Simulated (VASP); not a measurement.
# Bi (Im-3m) in VASP: notebook, part 2 of 2

VASP 6.6.1.

### 3 Relaxation of cell and atoms, RPBE+D3(BJ)

Input file INCAR:

```
SYSTEM = Bi
PREC = Accurate
ENCUT = 600
EDIFF = 1E-6
ISMEAR = -1
SIGMA = 0.05
LREAL = .FALSE.
LASPH = .TRUE.
NELM = 60
ALGO = Normal
ISIF = 3
LWAVE = .FALSE.
LCHARG = .FALSE.
GGA = RP
IVDW = 12
IBRION = 2
NSW = 60
EDIFFG = -0.01
```

Input file KPOINTS:

```
Automatic mesh
0
G
  9 9 9
  0 0 0
```

Input file POSCAR:

```
Bi
1.0
   -1.9814305318      1.9814305318      1.9814305318
    1.9814305318     -1.9814305318      1.9814305318
    1.9814305318      1.9814305318     -1.9814305318
Bi
1
Direct
    0.0000000000      0.0000000000      0.0000000000
```

Potentials or basis: VASP PAW PBE potentials, release 64 (Bi_d).

Launch:

```console
> cat potpaw_PBE.64/Bi_d/POTCAR > POTCAR
> mpirun -np 1 vasp_std > vasp.out
```

It took 76 s on 1 thread of Intel Xeon Platinum 8488C (Sapphire Rapids), shared host; peak memory 0.18 GiB.

It converged, with:

```yaml
Free_energy: -6.7915 eV
Relaxed_volume: 22.51 Å³/atom
Relaxed_cell: a = 3.081 Å, b = 3.081 Å, c = 3.081 Å, α = 109.47°, β = 109.47°, γ = 109.47°
Space_group_after_relaxing_to_0.05_Å: Im-3m (No. 229)
Energy_gained_by_relaxing: 784.7 meV/atom
Ionic_steps: 5
Pressure_after_relaxing: 0.0 GPa
Dispersion_energy_per_atom: -4.308 eV
```

Step by step:
| step | energy change (eV) | largest force (eV/Å) | pressure (GPa) | volume (Å³) |
| --- | --- | --- | --- | --- |
| 1 | 0.0000 | 0.0000 | -20.72 | 31.12 |
| 2 | 0.6901 | 0.0000 | 101.50 | 16.29 |
| 3 | -0.7774 | 0.0000 | -3.76 | 23.12 |
| 4 | -0.7837 | 0.0000 | -1.48 | 22.74 |
| 5 | -0.7847 | 0.0000 | 0.03 | 22.51 |

Final structure:
```
CELL_PARAMETERS angstrom
-1.77868 1.77868 1.77868
1.77868 -1.77868 1.77868
1.77868 1.77868 -1.77868
ATOMIC_POSITIONS crystal
Bi 0.00000 0.00000 0.00000
```

Levels at points of the mesh, in eV from the Fermi level:
```csv
k point,band 3,band 4,band 5,band 6,band 7,band 8,band 9,band 10,band 11
"(0.00, 0.00, 0.00)",-23.78,-23.43,-23.43,-16.53,7.75,7.75,7.75,10.06,10.06
```

Caveat: the volume moved by over 15 % at a fixed basis, so the end points are rough; the PAW data sets were made with another functional, which shifts forces and pressure a little; spin-orbit coupling is left out, which moves the levels of the heavy elements; pairwise dispersion overbinds metals, which lowers pressure and volume.

### 4 Relaxation of cell and atoms, RPBE+D4

Input file INCAR:

```
  PREC = Accurate
  ENCUT = 600
  EDIFF = 1E-6
  ISMEAR = -1
  SIGMA = 0.05
  LREAL = F
  LASPH = T
  NELM = 80
  ALGO = Normal
  ISIF = 3
  LWAVE = F
  LCHARG = F
  GGA = RP
  IVDW = 13
  IBRION = 2
  NSW = 60
  EDIFFG = -0.01
```

Input file KPOINTS:

```
regular mesh
0
Gamma
  9 9 9
```

POSCAR is that of step 3.

Potentials or basis: VASP PAW PBE potentials, release 64 (Bi_d).

Launch:

```console
> cat potpaw_PBE.64/Bi_d/POTCAR > POTCAR
> mpirun -np 1 vasp_std > vasp.out
```

OUTCAR:

```text
PREC = Accurate
   ENCUT = 600
   EDIFF = 1E-6
   ISMEAR = -1
   LREAL = F
   LASPH = T
   NELM = 80
   ISIF = 3
   GGA = RP
   IVDW = 13
   IBRION = 2
   NSW = 60
   EDIFFG = -0.01

 ion  position               nearest neighbor table
   1  0.000  0.000  0.000-

  LATTYP: Found a body centered cubic cell.
 ALAT       =     3.9628610636

  Lattice vectors:

 A1 = (  -1.9814305318,   1.9814305318,   1.9814305318)
 A2 = (   1.9814305318,  -1.9814305318,   1.9814305318)
 A3 = (   1.9814305318,   1.9814305318,  -1.9814305318)

Analysis of symmetry for initial positions (statically):
=====================================================================
 Subroutine PRICEL returns:
 Original cell was already a primitive cell.

 Routine SETGRP: Setting up the symmetry group for a
 body centered cubic supercell.

 Subroutine GETGRP returns: Found 48 space group operations
[... 9 lines left out ...]

 Routine SETGRP: Setting up the symmetry group for a
 body centered cubic supercell.

 Subroutine GETGRP returns: Found 48 space group operations
[... 11 lines left out ...]
                                     Primitive cell

  volume of cell :      31.1169

  direct lattice vectors                    reciprocal lattice vectors
    -1.981430532  1.981430532  1.981430532     0.000000000  0.252342937  0.252342937
     1.981430532 -1.981430532  1.981430532     0.252342937  0.000000000  0.252342937
     1.981430532  1.981430532 -1.981430532     0.252342937  0.252342937  0.000000000

  length of vectors
     3.431938353  3.431938353  3.431938353     0.356866804  0.356866804  0.356866804

  position of ions in fractional coordinates (direct lattice)
     0.000000000  0.000000000  0.000000000

  ion indices of the primitive-cell ions
   primitive index   ion index
                 1           1

----------------------------------------------------------------------------------------

 KPOINTS: regular mesh

Automatic generation of k-mesh.
 Grid dimensions read from file:
[... 74 lines left out ...]
   TEBEG  =    0.0;   TEEND  =   0.0 temperature during run
   PSTRESS=    0.0 pullay stress
   NELECT =      15.0000    total number of electrons
   NUPDOWN=      -1.0000    fix difference up-down
   EMIN   =  10.00;   EMAX   =-10.00  energy-range for DOS
   EFERMI =   0.00;   METHOD = LEGACY
   ISMEAR =    -1;   SIGMA  =   0.05  broadening in eV -4-tet -1-fermi 0-gaus
   EFERMI_NEDOS =   21; number of points for ismear=-14 and -15
   IALGO  =     38    algorithm
   IMIX   =      4    mixing-type and parameters
     AMIX     =   0.40;   BMIX     =  1.00
     AMIX_MAG =   1.60;   BMIX_MAG =  1.00
  volume/ion in A,a.u.               =      31.12       209.99
  Fermi-wavevector in a.u.,A,eV,Ry     =   1.283630  2.425708 22.418388  1.647705
  Thomas-Fermi vector in A             =   2.415871
   LORBIT       =      0    0 simple, 1 ext, 2 COOP (PROOUT), +10 PAW based schemes
   GGA     = RP    functional components
   LHFCALC =     F    Hartree Fock is set to
   AEXX    =    0.0000 exact exchange contribution
   IVDW    =    13    specifies the selected vdW correction
   LEPSILON=     F    determine dielectric tensor
   LRPA    =     F    only Hartree local field effects (RPA)
 conjugate gradient relaxation of ions
 non-spin polarized calculation
  energy-cutoff  :      600.00
  volume of cell :       31.12
 maximum number of plane-waves:      1055
   NGX = 13   NGY = 13   NGZ = 13

--------------------------------------- Ionic step        1  -------------------------------------------

 number of electron      14.9999994 magnetization

 Free energy of the ion-electron system (eV)
  ---------------------------------------------------
  ext. energy  EPLUGINS =         0.00000000
  ---------------------------------------------------
  free energy    TOTEN  =        -3.36986583 eV

  energy without entropy =       -3.36573257  energy(sigma->0) =       -3.36779920

------------------------ aborting loop because EDIFF is reached ----------------------------------------

  DFT-D4 for vdW energy calculation

  Edisp (eV):   -0.97281
[... 69 lines left out ...]
--------------------------------------- Ionic step        3  -------------------------------------------

 number of electron      15.0000001 magnetization

 Free energy of the ion-electron system (eV)
  ---------------------------------------------------
  ext. energy  EPLUGINS =         0.00000000
  ---------------------------------------------------
  free energy    TOTEN  =        -3.34351408 eV

  energy without entropy =       -3.33904814  energy(sigma->0) =       -3.34128111

 E-fermi :   8.6236     XC(G=0): -10.4038

 val. band max:        8.5968463110   @ k =   0.2222   0.0000   0.0000
 cond. band min:       8.6390121842   @ k =  -0.2222   0.2222   0.1111
 fundamental gap:      0.0421658733
 Fermi energy:         8.6236081049

 k-point     1 :       0.0000    0.0000    0.0000
  band No.  band energies     occupation
      1     -14.5997      2.00000
      2     -14.5997      2.00000
      3     -14.5997      2.00000
      4     -14.4555      2.00000
      5     -14.4555      2.00000
      6      -5.2582      2.00000
      7      13.9730      0.00000
      8      13.9730      0.00000
      9      13.9730      0.00000
     10      18.1668      0.00000
     11      18.9845      0.00000
[... 309 lines left out ...]
 k-point    24 :      -0.4444   -0.4444    0.1111
  band No.  band energies     occupation
      1     -14.5888      2.00000
      2     -14.5516      2.00000
      3     -14.5019      2.00000
      4     -14.4602      2.00000
      5     -14.3757      2.00000
      6      -1.5217      2.00000
      7       3.9555      2.00000
      8       7.6436      2.00000
      9      11.3163      0.00000
     10      16.0467      0.00000
     11      17.5149      0.00000

 [... further k-points ...]

------------------------ aborting loop because EDIFF is reached ----------------------------------------

  DFT-D4 for vdW energy calculation

  Edisp (eV):   -1.00760
[... 24 lines left out ...]
  FREE ENERGIE OF THE ION-ELECTRON SYSTEM (eV)
  ---------------------------------------------------
  free  energy   TOTEN  =        -4.3511168181 eV

  energy  without entropy=       -4.3466508787  energy(sigma->0) =       -4.34888385

 reached required accuracy - stopping structural energy minimisation
```

CONTCAR:

```text
Bi
   1.00000000000000
    -1.9555300381131557    1.9555300381131557    1.9555300381131557
     1.9555300381131557   -1.9555300381131557    1.9555300381131557
     1.9555300381131557    1.9555300381131557   -1.9555300381131557
  Bi
     1
Direct
     0.0000000000000000    0.0000000000000000    0.0000000000000000

  0.00000000E+00  0.00000000E+00  0.00000000E+00
```

It took 44 s on 1 thread of Intel Xeon Platinum 8488C (Sapphire Rapids), shared host; peak memory 0.17 GiB.

Results:

| Quantity | Value |
| --- | --- |
| Free energy | -4.3511 eV |
| Relaxed volume | 29.91 Å³/atom |
| Relaxed cell | a = 3.387 Å, b = 3.387 Å, c = 3.387 Å, α = 109.47°, β = 109.47°, γ = 109.47° |
| Space group after relaxing (to 0.05 Å) | Im-3m (No. 229) |
| Energy gained by relaxing | 8.4 meV/atom |
| Ionic steps | 3 |
| Pressure after relaxing | 0.0 GPa |
| Dispersion energy per atom | -1.008 eV |

Step by step:
```
step  energy change (eV)  largest force (eV/Å)  pressure (GPa)  volume (Å³)
   1              0.0000                0.0000           -2.17        31.12
   2             -0.0057                0.0000            1.34        29.25
   3             -0.0084                0.0000            0.03        29.91
```

Final structure:
```
Bi
1.0
    -1.95553    1.95553    1.95553
     1.95553   -1.95553    1.95553
     1.95553    1.95553   -1.95553
Bi
1
Direct
  0.00000 0.00000 0.00000
```

Caveat: the PAW data sets were made with another functional, which shifts forces and pressure a little; spin-orbit coupling is left out, which moves the levels of the heavy elements; pairwise dispersion overbinds metals, which lowers pressure and volume.

### 5 The runs side by side

| level | gap on the mesh (eV) | pressure (GPa) | relaxed volume (Å³/atom) |
| --- | --- | --- | --- |
| PBEsol+D4 | none | 0.0 | 29.18 |
| RPBE+D3(BJ) | none | 0.0 | 22.51 |
| RPBE+D4 | none | 0.0 | 29.91 |

Alike in all rows: task relaxation of cell and atoms; potentials or basis VASP PAW PBE potentials, release 64 (Bi_d); no spin polarisation; cell relaxed; k mesh 9 × 9 × 9; cutoff (eV) 600; smearing fermi-dirac 0.05 eV.

Caveats: the PAW data sets were made with another functional, which shifts forces and pressure a little; spin-orbit coupling is left out, which moves the levels of the heavy elements; pairwise dispersion overbinds metals, which lowers pressure and volume; the volume moved by over 15 % at a fixed basis, so the end points are rough (some runs).

Absolute energies hang on the potentials; compare differences alone.
